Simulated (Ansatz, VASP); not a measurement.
## BaLiF3 in VASP and in Ansatz

```
Ba Li F
1.0
     4.10824    0.00000    0.00000
     0.00000    4.10824    0.00000
     0.00000    0.00000    4.10824
Ba Li F
1 1 3
Cartesian
  0.0000 0.0000 0.0000
  2.0541 2.0541 2.0541
  0.0000 2.0541 2.0541
  2.0541 2.0541 0.0000
  2.0541 0.0000 2.0541
```

Change from the starting cell: strain +0.030 along x and y, +0.030 along z, atoms carried along.

Alike in both runs: task single point; functional LDA; k mesh 6 × 6 × 6; occupations gaussian, width 0.05 eV; no spin polarisation.

```csv
,VASP,Ansatz
version,VASP 6.6.1,Ansatz 0.2.0
potentials or method,"VASP PAW LDA potentials, release 64 (Ba_sv, Li_sv, F), cutoff 520 eV","scalar-relativistic, plane waves, PAW"
valence electrons in the cell,34,34
```

|  | VASP | Ansatz | Ansatz less VASP |
| --- | --- | --- | --- |
| gap on the k mesh at the Fermi level (eV) | 6.33 | 6.42 | +0.083 |
| least direct gap on the mesh (eV) | 6.33 | 6.42 | +0.083 |

LDA's correlation is that of Perdew and Zunger in VASP and of Perdew and Wang (1992) in Ansatz.

Spin-orbit coupling is off throughout. Noted on VASP's run: the cutoff is short for stress, so the pressure is rough.
